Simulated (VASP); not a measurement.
# C (Imma) in VASP: a series of runs, part 2 of 2

VASP 6.6.1.

### 3 Relaxation of cell and atoms, PBE

Input file INCAR:

```
  PREC = Accurate
  ENCUT = 600
  EDIFF = 1E-6
  ISMEAR = 0
  SIGMA = 0.02
  LREAL = False
  LASPH = True
  NELM = 60
  ALGO = Normal
  ISIF = 3
  LWAVE = False
  LCHARG = False
  GGA = PE
  IBRION = 2
  NSW = 100
  EDIFFG = -0.01
```

Input file KPOINTS:

```
Automatic mesh
0
Gamma
  10 10 10
```

Input file POSCAR:

```
C
1.0
   -1.2739907765      2.4690996440      2.1022231467
    1.2739907765     -2.4690996440      2.1022231467
    1.2739907765      2.4690996440     -2.1022231467
C
4
Direct
    0.2670381216      0.3541027149      0.9129354067
    0.7329618784      0.6458972851      0.0870645933
    0.0588326919      0.6458972851      0.4129354067
    0.9411673081      0.3541027149      0.5870645933
```

Potentials or basis: VASP PAW PBE potentials, release 64 (C).

Run with:

```bash
$ cat potpaw_PBE.64/C/POTCAR > POTCAR
$ mpirun -np 1 vasp_std > vasp.out
```

OUTCAR:

```text
PREC = Accurate
   ENCUT = 600
   EDIFF = 1E-6
   ISMEAR = 0
   LREAL = False
   LASPH = True
   NELM = 60
   ISIF = 3
   GGA = PE
   IBRION = 2
   NSW = 100
   EDIFFG = -0.01

 ion  position               nearest neighbor table
   1  0.267  0.354  0.913-   2 1.50   3 1.55   3 1.55   4 1.61
   2  0.733  0.646  0.087-   1 1.50   4 1.55   4 1.55   3 1.61
   3  0.059  0.646  0.413-   4 1.50   1 1.55   1 1.55   2 1.61
   4  0.941  0.354  0.587-   3 1.50   2 1.55   2 1.55   1 1.61

  LATTYP: Found a body centered orthorhombic cell.
 ALAT       =     2.5479815530
 B/A-ratio  =     1.6501086079
 C/A-ratio  =     1.9380828257

  Lattice vectors:

 A1 = (   1.2739907765,  -2.4690996440,  -2.1022231467)
 A2 = (  -1.2739907765,  -2.4690996440,   2.1022231467)
 A3 = (  -1.2739907765,   2.4690996440,  -2.1022231467)

Analysis of symmetry for initial positions (statically):
=====================================================================
 Subroutine PRICEL returns:
 Original cell was already a primitive cell.

 Routine SETGRP: Setting up the symmetry group for a
 body centered orthorhombic supercell.

 Subroutine GETGRP returns: Found  8 space group operations
 (whereof  4 operations were pure point group operations)
 out of a pool of  8 trial point group operations.

The static configuration has the point symmetry C_2h.
 The point group associated with its full space group is D_2h.

Analysis of symmetry for dynamics (positions and initial velocities):
=====================================================================
 Subroutine PRICEL returns:
 Original cell was already a primitive cell.

 Routine SETGRP: Setting up the symmetry group for a
 body centered orthorhombic supercell.

 Subroutine GETGRP returns: Found  8 space group operations
 (whereof  4 operations were pure point group operations)
 out of a pool of  8 trial point group operations.

The dynamic configuration has the point symmetry C_2h.
 The point group associated with its full space group is D_2h.

[... 138 lines left out ...]
 maximum number of plane-waves:       898
   NGX = 13   NGY = 13   NGZ = 13

--------------------------------------- Ionic step        1  -------------------------------------------

 number of electron      16.0000001 magnetization

 Free energy of the ion-electron system (eV)
  ---------------------------------------------------
  ext. energy  EPLUGINS =         0.00000000
  ---------------------------------------------------
  free energy    TOTEN  =       -34.93258499 eV

  energy without entropy =      -34.93258499  energy(sigma->0) =      -34.93258499

------------------------ aborting loop because EDIFF is reached ----------------------------------------

  FORCE on cell =-STRESS in cart. coord.  units (eV):
  Direction    XX          YY          ZZ          XY          YZ          ZX
  --------------------------------------------------------------------------------------
  -------------------------------------------------------------------------------------
  Total       -0.0203455      0.0116503     -0.0139274      0.0000000      0.0000000      0.0000000
  in kB       -1.2323523      0.7056742     -0.8436033      0.0000000      0.0000000      0.0000000
  external PRESSURE =      -0.4567605 kB  Pullay stress =       0.0000000 kB
[... 63 lines left out ...]
--------------------------------------- Ionic step        3  -------------------------------------------

 number of electron      16.0000001 magnetization

 Free energy of the ion-electron system (eV)
  ---------------------------------------------------
  ext. energy  EPLUGINS =         0.00000000
  ---------------------------------------------------
  free energy    TOTEN  =       -34.93259820 eV

  energy without entropy =      -34.93259820  energy(sigma->0) =      -34.93259820

 E-fermi :   8.1691     XC(G=0): -12.1002

 val. band max:        8.0068281467   @ k =   0.5000   0.5000   0.5000
 cond. band min:      10.7184120411   @ k =   0.0000   0.0000   0.0000
 fundamental gap:      2.7115838944
 Fermi energy:         8.1691162254

 k-point     1 :       0.0000    0.0000    0.0000
  band No.  band energies     occupation
      1     -13.1527      2.00000
      2      -3.0067      2.00000
      3      -2.5544      2.00000
      4      -1.4925      2.00000
      5       1.2103      2.00000
      6       4.0762      2.00000
      7       4.5505      2.00000
      8       6.7669      2.00000
      9      10.7184      0.00000
     10      12.4411      0.00000
     11      13.2680      0.00000
     12      15.9757      0.00000
[... 331 lines left out ...]
 k-point    24 :      -0.3000    0.2000    0.0000
  band No.  band energies     occupation
      1     -12.0415      2.00000
      2      -4.6507      2.00000
      3      -2.6957      2.00000
      4      -0.2367      2.00000
      5       0.6054      2.00000
      6       2.6935      2.00000
      7       3.7674      2.00000
      8       4.6222      2.00000
      9      11.1367      0.00000
     10      14.6270      0.00000
     11      15.9117      0.00000
     12      17.0394      0.00000

 [... further k-points ...]
[... 5 lines left out ...]
  --------------------------------------------------------------------------------------
  -------------------------------------------------------------------------------------
  Total       -0.0184552      0.0089486     -0.0090210      0.0000000     -0.0000000      0.0000000
  in kB       -1.1179402      0.5420690     -0.5464536      0.0000000     -0.0000000      0.0000000
  external PRESSURE =      -0.3741083 kB  Pullay stress =       0.0000000 kB
[... 19 lines left out ...]
  FREE ENERGIE OF THE ION-ELECTRON SYSTEM (eV)
  ---------------------------------------------------
  free  energy   TOTEN  =       -34.9325981951 eV

  energy  without entropy=      -34.9325981951  energy(sigma->0) =      -34.93259820

 reached required accuracy - stopping structural energy minimisation
```

OSZICAR:

```text
N       E                     dE             d eps       ncg     rms          rms(c)
DAV:   1     0.453253376361E+02    0.45325E+02   -0.93215E+03  4104   0.143E+03
DAV:   2    -0.333133744568E+02   -0.78639E+02   -0.72222E+02  5872   0.238E+02
DAV:   3    -0.364365362782E+02   -0.31232E+01   -0.30949E+01  5412   0.455E+01
[... 17 lines left out ...]
       N       E                     dE             d eps       ncg     rms          rms(c)
DAV:   1    -0.349325962510E+02   -0.93686E-04   -0.61376E-03  4568   0.740E-01    0.180E-02
DAV:   2    -0.349326002894E+02   -0.40383E-05   -0.10716E-04  5124   0.957E-02    0.108E-02
DAV:   3    -0.349325982110E+02    0.20784E-05   -0.49913E-06  5056   0.238E-02    0.261E-03
DAV:   4    -0.349325981951E+02    0.15870E-07   -0.81898E-07  3096   0.796E-03
   3 F= -.34932598E+02 E0= -.34932598E+02  d E =-.132052E-04
```

It took 2.4 min on 1 thread of Intel Xeon 8259CL, shared host; peak memory 0.19 GiB.

Results:

```yaml
Free_energy: -34.9326 eV
Energy_gained_by_relaxing: 0.0 meV/atom
Ionic_steps: 3
Pressure_after_relaxing: 0.0 GPa
Largest_force_after_relaxing: 0.005 eV/Å
Band_gap_on_the_k_mesh: 2.71 eV (least direct gap 3.95 eV)
```

Forces on the atoms (eV/Å):
```
C    0.000 -0.005  0.000
C    0.000  0.005  0.000
C    0.000 -0.005  0.000
C    0.000  0.005  0.000
```

Final structure:
```cif
data_structure
_symmetry_space_group_name_H-M 'P 1'
_symmetry_Int_Tables_number 1
_cell_length_a 3.4841
_cell_length_b 3.4841
_cell_length_c 3.4841
_cell_angle_alpha 137.106
_cell_angle_beta 89.740
_cell_angle_gamma 105.779
_cell_volume 26.45
loop_
_atom_site_label
_atom_site_type_symbol
_atom_site_fract_x
_atom_site_fract_y
_atom_site_fract_z
_atom_site_occupancy
C1 C 0.26712 0.35417 0.91295 1
C2 C 0.73288 0.64583 0.08705 1
C3 C 0.05879 0.64583 0.41295 1
C4 C 0.94121 0.35417 0.58705 1
```

Levels at points of the mesh, in eV from the valence-band top:
```csv
k point,band 4,band 5,band 6,band 7,band 8,band 9,band 10,band 11,band 12
"(0.00, 0.00, 0.00)",-9.50,-6.80,-3.93,-3.46,-1.24,2.71,4.43,5.26,7.97
"(0.50, 0.00, 0.00)",-7.42,-5.43,-4.59,-2.33,-2.25,3.00,5.59,6.85,8.76
"(0.00, 0.50, 0.00)",-9.94,-8.55,-7.52,-3.64,-1.91,5.64,6.09,7.57,8.85
"(0.50, 0.50, 0.00)",-10.39,-7.38,-7.38,-4.43,-4.43,5.48,5.48,8.78,8.78
"(0.50, 0.50, 0.50)",-8.79,-6.63,-1.63,-0.47,0.00,4.64,5.75,7.98,9.14
```

A k mesh can miss the band edges.
